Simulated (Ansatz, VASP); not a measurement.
## Two plane-wave programs on Hf2NbO2

INCAR

```
SYSTEM = Hf2NbO2
PREC = Accurate
ENCUT = 600
EDIFF = 1E-6
ISMEAR = 0
SIGMA = 0.2
LREAL = .False.
LASPH = .True.
NELM = 60
ALGO = Normal
ISIF = 3
LWAVE = .False.
LCHARG = .False.
GGA = PE
IBRION = 2
NSW = 36
EDIFFG = -0.08
```

File KPOINTS:

```
regular mesh
0
Gamma
  4 4 5
  0 0 0
```

Contents of POSCAR:

```
Hf2NbO2
1.0
    3.8837866500     -2.7710174500      0.0000000000
    3.8837866500      2.7710174500      0.0000000000
   -1.8193389000      0.0000000000      3.4345968500
Hf Nb O
2 1 2
Direct
    0.7132420000      0.2867580000      0.5000000000
    0.2867580000      0.7132420000      0.5000000000
    0.0000000000      0.0000000000      0.0000000000
    0.0000000000      0.5000000000      0.5000000000
    0.5000000000      0.0000000000      0.5000000000
```

Input for Ansatz:

```yaml
crystal:
  lattice:
    - [3.88378665, -2.77101745, 0.0]
    - [3.88378665, 2.77101745, 0.0]
    - [-1.8193389, 0.0, 3.43459685]
  atoms:
    - { symbol: Hf, position: [0.713242, 0.286758, 0.5] }
    - { symbol: Hf, position: [0.286758, 0.713242, 0.5] }
    - { symbol: Nb, position: [0.0, 0.0, 0.0] }
    - { symbol: O, position: [0.0, 0.5, 0.5] }
    - { symbol: O, position: [0.5, 0.0, 0.5] }
basis:
  ecutwfc: 420
kpoints:
  mp_grid: { grid: [4, 4, 5] }
hamiltonian:
  xc: pbe
scf:
  occupations: { method: gaussian, width: 0.2 }
  lower_state_search: "off"
output:
  forces: true
  stress: true
  eigenvalues: true
relax:
  adjacent_minimum: "off"
  f_tol: 0.08
  max_steps: 16
  cell: { stress_tol: 0.8 }
```

Alike in both runs: task relaxation of cell and atoms; functional PBE; k mesh 4 × 4 × 5; occupations gaussian, width 0.2 eV; no spin polarisation.

```csv
,VASP,Ansatz
version,VASP 6.6.1,Ansatz 0.2.0
potentials or method,"VASP PAW PBE potentials, release 64 (Hf_pv, Nb_sv, O), cutoff 600 eV","scalar-relativistic, plane waves, PAW"
valence electrons in the cell,45,77
```

```tsv
	VASP	Ansatz	Ansatz less VASP
gap on the k mesh at the Fermi level, each at its own relaxed structure (eV)	none	none	-
relaxed volume (Å³/atom)	16.09	16.25	+0.164
relaxed cell length with the largest relative difference (Å)	5.149	5.226	+0.0768
```

A gap of «none» marks a metal or a gap that the smearing closes. VASP's potentials hold 45 valence electrons a cell and Ansatz's 77, so a difference there can come from the potentials and not from the codes.

The k mesh is coarse, so the values compare programs but aren't converged. Spin-orbit coupling is off throughout.
